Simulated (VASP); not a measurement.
# AlNi (zincblende type) (F-43m) in VASP: notebook

The runs below take AlNi (zincblende type) through single point, relaxation of cell and atoms, with PBE.

Program: VASP 6.6.1. These are calculated values, not measurements. Logs are shortened: lines on timing, memory, paths and dates and some standing lists are left out, and cuts for length are marked.

## (1) The cell of the first run

The structure is cubic, space group F-43m (No. 216). Conventional cell: a = 4.975 Å, b = 4.975 Å, c = 4.975 Å, α = 90.00°, β = 90.00°, γ = 90.00°. Ni (site symmetry -43m) has 4 Al at 2.15 Å within 2.9 Å. Within 2.9 Å of Al (site symmetry -43m) lie 4 Ni at 2.15 Å.

## (2) Single point, PBE

INCAR reads:

```
SYSTEM = AlNi
PREC = Accurate
ENCUT = 520
EDIFF = 1E-6
ISMEAR = -1
SIGMA = 0.05
LREAL = .False.
LASPH = .True.
NELM = 100
ALGO = Normal
ISIF = 2
LWAVE = .False.
LCHARG = .False.
GGA = PE
NBANDS = 14
```

KPOINTS reads:

```
Automatic mesh
0
Gamma
  13 13 13
  0 0 0
```

POSCAR reads:

```
AlNi
1.0
    0.0000000000      2.4875966825      2.4875966825
    2.4875966825      0.0000000000      2.4875966825
    2.4875966825      2.4875966825      0.0000000000
Ni Al
1 1
Direct
    0.0000000000      0.0000000000      0.0000000000
    0.2500000000      0.2500000000      0.2500000000
```

Potentials or basis: VASP PAW PBE potentials, release 64 (Ni, Al).

Launch:

```sh
> cat potpaw_PBE.64/Ni/POTCAR potpaw_PBE.64/Al/POTCAR > POTCAR
> mpirun -np 1 vasp_std > vasp.out
```

OUTCAR:

```text
SYSTEM = AlNi
   PREC = Accurate
   ENCUT = 520
   EDIFF = 1E-6
   ISMEAR = -1
   LREAL = .False.
   LASPH = .True.
   NELM = 100
   ISIF = 2
   GGA = PE

 ion  position               nearest neighbor table
   1  0.000  0.000  0.000-   2 2.15   2 2.15   2 2.15   2 2.15
   2  0.250  0.250  0.250-   1 2.15   1 2.15   1 2.15   1 2.15

  LATTYP: Found a face centered cubic cell.
 ALAT       =     4.9751933650

  Lattice vectors:

 A1 = (   0.0000000000,   2.4875966825,   2.4875966825)
 A2 = (   2.4875966825,   0.0000000000,   2.4875966825)
 A3 = (   2.4875966825,   2.4875966825,   0.0000000000)

Analysis of symmetry for initial positions (statically):
=====================================================================
 Subroutine PRICEL returns:
 Original cell was already a primitive cell.

 Routine SETGRP: Setting up the symmetry group for a
 face centered cubic supercell.

 Subroutine GETGRP returns: Found 24 space group operations
 (whereof 24 operations were pure point group operations)
 out of a pool of 48 trial point group operations.

The static configuration has the point symmetry T_d .

Analysis of symmetry for dynamics (positions and initial velocities):
=====================================================================
 Subroutine PRICEL returns:
 Original cell was already a primitive cell.

 Routine SETGRP: Setting up the symmetry group for a
 face centered cubic supercell.

 Subroutine GETGRP returns: Found 24 space group operations
 (whereof 24 operations were pure point group operations)
 out of a pool of 48 trial point group operations.

The dynamic configuration has the point symmetry T_d .

 Subroutine INISYM returns: Found 24 space group operations
 (whereof 24 operations are pure point group operations),
 and found     1 'primitive' translations

----------------------------------------------------------------------------------------

                                     Primitive cell

  volume of cell :      30.7872

  direct lattice vectors                    reciprocal lattice vectors
     0.000000000  2.487596682  2.487596682    -0.200997213  0.200997213  0.200997213
     2.487596682  0.000000000  2.487596682     0.200997213 -0.200997213  0.200997213
     2.487596682  2.487596682  0.000000000     0.200997213  0.200997213 -0.200997213

  length of vectors
     3.517992966  3.517992966  3.517992966     0.348137385  0.348137385  0.348137385

  position of ions in fractional coordinates (direct lattice)
     0.000000000  0.000000000  0.000000000
     0.250000000  0.250000000  0.250000000

  ion indices of the primitive-cell ions
   primitive index   ion index
                 1           1
                 2           2

----------------------------------------------------------------------------------------

 KPOINTS: Automatic mesh

Automatic generation of k-mesh.
 Grid dimensions read from file:
 generate k-points for:   13   13   13

 Generating k-lattice:

  Cartesian coordinates                     Fractional coordinates (reciprocal lattice)
    -0.015461324  0.015461324  0.015461324     0.076923077  0.000000000  0.000000000
     0.015461324 -0.015461324  0.015461324     0.000000000  0.076923077  0.000000000
     0.015461324  0.015461324 -0.015461324     0.000000000  0.000000000  0.076923077

  Length of vectors
     0.026779799  0.026779799  0.026779799

  Shift w.r.t. Gamma in fractional coordinates (k-lattice)
     0.000000000  0.000000000  0.000000000

 Subroutine IBZKPT returns following result:
 ===========================================

 Found     84 irreducible k-points:

 Following reciprocal coordinates:
            Coordinates               Weight
  0.000000  0.000000  0.000000      1.000000
  0.076923  0.000000  0.000000      8.000000
  0.153846  0.000000  0.000000      8.000000
  0.230769  0.000000  0.000000      8.000000
  0.307692  0.000000  0.000000      8.000000
  0.384615  0.000000  0.000000      8.000000
[... 16 lines left out ...]
  0.384615  0.153846  0.000000     24.000000
  0.461538  0.153846  0.000000     24.000000
 [... further k-points ...]
   k-points           NKPTS =     84   k-points in BZ     NKDIM =     84   number of bands    NBANDS=     14
   number of dos      NEDOS =    301   number of ions     NIONS =      2
   total plane-waves  NPLWV =  21952
   dimension x,y,z NGX =    28 NGY =   28 NGZ =   28
   dimension x,y,z NGXF=    56 NGYF=   56 NGZF=   56
   ions per type =               1   1
   NGX,Y,Z   is equivalent  to a cutoff of  13.23, 13.23, 13.23 a.u.
   NGXF,Y,Z  is equivalent  to a cutoff of  26.46, 26.46, 26.46 a.u.
 SYSTEM =  AlNi
   PREC   = accura    normal or accurate (medium, high low for compatibility)
   ISTART =      0    job   : 0-new  1-cont  2-samecut
   ICHARG =      2    charge: 1-file 2-atom 10-const
   ISPIN  =      1    spin polarized calculation?
   LNONCOLLINEAR =      F non collinear calculations
   LSORBIT =      F    spin-orbit coupling
   LASPH  =      T    aspherical Exc in radial PAW
   ENCUT  =  520.0 eV  38.22 Ry    6.18 a.u.   6.54  6.54  6.54*2*pi/ulx,y,z
   NELM   =    100;   NELMIN=  2; NELMDL= -5     # of ELM steps
   EDIFF  = 0.1E-05   stopping-criterion for ELM
   LREAL  =      F    real-space projection
   EDIFFG = 0.1E-04   stopping-criterion for IOM
   NSW    =      0    number of steps for IOM
   IBRION =     -1    ionic relax: 0-MD 1-quasi-New 2-CG
   NFREE  =      0    steps in history (QN), initial steepest desc. (CG)
   ISIF   =      2    stress and relaxation
   ISYM   =      2    0-nonsym 1-usesym 2-fastsym
   POTIM  = 0.5000    time-step for ionic-motion
   TEBEG  =    0.0;   TEEND  =   0.0 temperature during run
   PSTRESS=    0.0 pullay stress
   NELECT =      13.0000    total number of electrons
   NUPDOWN=      -1.0000    fix difference up-down
   EMIN   =  10.00;   EMAX   =-10.00  energy-range for DOS
   EFERMI =   0.00;   METHOD = LEGACY
   ISMEAR =    -1;   SIGMA  =   0.05  broadening in eV -4-tet -1-fermi 0-gaus
   EFERMI_NEDOS =   21; number of points for ismear=-14 and -15
   IALGO  =     38    algorithm
   IMIX   =      4    mixing-type and parameters
     AMIX     =   0.40;   BMIX     =  1.00
     AMIX_MAG =   1.60;   BMIX_MAG =  1.00
  volume/ion in A,a.u.               =      15.39       103.88
  Fermi-wavevector in a.u.,A,eV,Ry     =   1.228191  2.320945 20.523757  1.508454
  Thomas-Fermi vector in A             =   2.363126
   LORBIT       =      0    0 simple, 1 ext, 2 COOP (PROOUT), +10 PAW based schemes
   GGA     = PE    functional components
   LHFCALC =     F    Hartree Fock is set to
   AEXX    =    0.0000 exact exchange contribution
   IVDW    =     0    specifies the selected vdW correction
   LEPSILON=     F    determine dielectric tensor
   LRPA    =     F    only Hartree local field effects (RPA)
 non-spin polarized calculation
  energy-cutoff  :      520.00
  volume of cell :       30.79
 maximum number of plane-waves:       869
 NGX is ok and might be reduce to    28
   NGX = 13   NGY = 13   NGZ = 13

 number of electron      13.0000006 magnetization

 Free energy of the ion-electron system (eV)
  ---------------------------------------------------
  ext. energy  EPLUGINS =         0.00000000
  ---------------------------------------------------
  free energy    TOTEN  =        -7.82541889 eV

  energy without entropy =       -7.82146130  energy(sigma->0) =       -7.82344010

 E-fermi :   6.5096     XC(G=0): -10.6052

 val. band max:        6.4596775500   @ k =  -0.4615   0.3846   0.0769
 cond. band min:       6.5483292345   @ k =   0.3846   0.0769   0.0000
 fundamental gap:      0.0886516845
 Fermi energy:         6.5095729244

 k-point     1 :       0.0000    0.0000    0.0000
  band No.  band energies     occupation
      1      -2.3845      2.00000
      2       4.0207      2.00000
      3       4.0207      2.00000
      4       4.0207      2.00000
      5       4.7309      2.00000
      6       4.7309      2.00000
      7      14.3649      0.00000
      8      14.3649      0.00000
      9      14.3649      0.00000
     10      15.6380      0.00000
     11      15.6380      0.00000
     12      15.6380      0.00000
     13      19.1695      0.00000
     14      20.6607      0.00000

 k-point     2 :       0.0769    0.0000    0.0000
  band No.  band energies     occupation
      1      -2.2777      2.00000
      2       3.9967      2.00000
      3       4.0392      2.00000
      4       4.0392      2.00000
      5       4.7240      2.00000
      6       4.7240      2.00000
      7      13.0346      0.00000
      8      14.0455      0.00000
      9      14.0455      0.00000
     10      16.0179      0.00000
     11      16.0179      0.00000
     12      16.2853      0.00000
     13      19.4346      0.00000
     14      20.3151      0.00000

 k-point     3 :       0.1538    0.0000    0.0000
  band No.  band energies     occupation
      1      -1.9602      2.00000
      2       3.9264      2.00000
      3       4.0853      2.00000
      4       4.0853      2.00000
      5       4.7125      2.00000
      6       4.7125      2.00000
      7      11.0776      0.00000
      8      13.5185      0.00000
      9      13.5185      0.00000
     10      16.5379      0.00000
     11      16.5896      0.00000
     12      16.5896      0.00000
     13      19.5297      0.00000
     14      19.5433      0.00000

 k-point     4 :       0.2308    0.0000    0.0000
  band No.  band energies     occupation
      1      -1.4413      2.00000
      2       3.8103      2.00000
      3       4.1319      2.00000
      4       4.1319      2.00000
      5       4.7212      2.00000
      6       4.7212      2.00000
      7       9.1613      0.00000
      8      13.0288      0.00000
      9      13.0288      0.00000
     10      16.4402      0.00000
     11      16.6786      0.00000
     12      16.6786      0.00000
     13      19.2961      0.00000
     14      19.6368      0.00000

 k-point     5 :       0.3077    0.0000    0.0000
  band No.  band energies     occupation
      1      -0.7422      2.00000
      2       3.6304      2.00000
      3       4.1514      2.00000
      4       4.1514      2.00000
      5       4.7695      2.00000
      6       4.7695      2.00000
      7       7.4504      0.00000
      8      12.6207      0.00000
      9      12.6207      0.00000
     10      16.2462      0.00000
     11      16.3073      0.00000
[... 276 lines left out ...]
 k-point    22 :       0.3077    0.1538    0.0000
  band No.  band energies     occupation
      1      -0.8615      2.00000
      2       3.7001      2.00000
      3       4.1734      2.00000
      4       4.2394      2.00000
      5       4.5756      2.00000
      6       4.8670      2.00000
      7       8.7460      0.00000
      8      11.0763      0.00000
      9      12.0009      0.00000
     10      14.2679      0.00000
     11      16.4923      0.00000
     12      18.6985      0.00000
     13      18.9093      0.00000
     14      21.7151      0.00000

 k-point    23 :       0.3846    0.1538    0.0000
  band No.  band energies     occupation
      1      -0.1227      2.00000
      2       3.5383      2.00000
      3       4.1143      2.00000
      4       4.2598      2.00000
      5       4.7082      2.00000
      6       4.9070      2.00000
      7       7.1299      0.00001
      8      10.8822      0.00000
      9      11.2613      0.00000
     10      14.1691      0.00000
     11      17.5354      0.00000
     12      18.1137      0.00000
     13      18.9801      0.00000
     14      21.3279      0.00000

 k-point    24 :       0.4615    0.1538    0.0000
  band No.  band energies     occupation
      1       0.6986      2.00000
      2       3.2546      2.00000
      3       4.0629      2.00000
      4       4.2594      2.00000
      5       4.8756      2.00000
      6       4.9220      2.00000
      7       5.9019      1.99999
      8      10.6005      0.00000
      9      10.9075      0.00000
     10      14.1549      0.00000
     11      17.5656      0.00000
     12      18.1990      0.00000
     13      19.6782      0.00000
     14      21.1110      0.00000

 [... further k-points ...]
[... 5 lines left out ...]
  --------------------------------------------------------------------------------------
  -------------------------------------------------------------------------------------
  Total        4.3953325      4.3953325      4.3953325     -0.0000000      0.0000000      0.0000000
  in kB      228.7348891    228.7348891    228.7348891     -0.0000000      0.0000000      0.0000000
  external PRESSURE =     228.7348891 kB  Pullay stress =       0.0000000 kB

 VOLUME and BASIS-vectors are now :
 -----------------------------------------------------------------------------
  energy-cutoff  :      520.00
  volume of cell :       30.79
      direct lattice vectors                 reciprocal lattice vectors
     0.000000000  2.487596682  2.487596682    -0.200997213  0.200997213  0.200997213
     2.487596682  0.000000000  2.487596682     0.200997213 -0.200997213  0.200997213
     2.487596682  2.487596682  0.000000000     0.200997213  0.200997213 -0.200997213

 POSITION                                       TOTAL-FORCE (eV/Angst)
 -----------------------------------------------------------------------------------
      0.00000      0.00000      0.00000         0.000000     -0.000000     -0.000000
      1.24380      1.24380      1.24380        -0.000000      0.000000      0.000000
 -----------------------------------------------------------------------------------
    total drift:                               -0.000000     -0.000000      0.000000

  FREE ENERGIE OF THE ION-ELECTRON SYSTEM (eV)
  ---------------------------------------------------
  free  energy   TOTEN  =        -7.8254188936 eV

  energy  without entropy=       -7.8214613033  energy(sigma->0) =       -7.82344010
```

It took 15 s on 1 thread of Intel Xeon 6975P-C (Granite Rapids), shared host; peak memory 0.18 GiB.

What came out:

| Item | Value |
| --- | --- |
| Free energy | -7.8254 eV |
| Pressure | 22.9 GPa |

Spin polarisation is off, so any magnetic state and its effect on volume and gap are missing.

## (3) Single point, PBE

INCAR reads:

```
ALGO = Normal
EDIFF = 1E-7
ENCUT = 520
GGA = PE
ISIF = 2
ISMEAR = -1
LASPH = T
LCHARG = T
LELF = T
LREAL = F
LVHAR = T
LWAVE = F
NBANDS = 14
NELM = 80
PREC = Accurate
SIGMA = 0.05
```

KPOINTS reads:

```
k-points
0
Gamma
  13 13 13
```

POSCAR reads:

```
AlNi
1.0
    0.0000000000      2.4869437364      2.4869437364
    2.4869437364      0.0000000000      2.4869437364
    2.4869437364      2.4869437364      0.0000000000
Ni Al
1 1
Direct
    0.0000000000      0.0000000000      0.0000000000
    0.2500000000      0.2500000000      0.2500000000
```

Potentials or basis: VASP PAW PBE potentials, release 64 (Ni, Al).

Launch:

```sh
> cat potpaw_PBE.64/Ni/POTCAR potpaw_PBE.64/Al/POTCAR > POTCAR
> mpirun -np 1 vasp_std > vasp.out
```

It took 18 s on 1 thread of Intel Xeon 6975P-C (Granite Rapids), shared host; peak memory 0.18 GiB.

The run converged. Its results:

| Item | Value |
| --- | --- |
| Free energy | -7.8219 eV |
| Pressure | 23.0 GPa |

Levels at points of the mesh, in eV from the Fermi level:
```tsv
k point	band 2	band 3	band 4	band 5	band 6	band 7	band 8	band 9	band 10	band 11
(0.00, 0.00, 0.00)	-2.49	-2.49	-2.49	-1.78	-1.78	7.86	7.86	7.86	9.13	9.13
```

(Continued in part 2 of 2.)
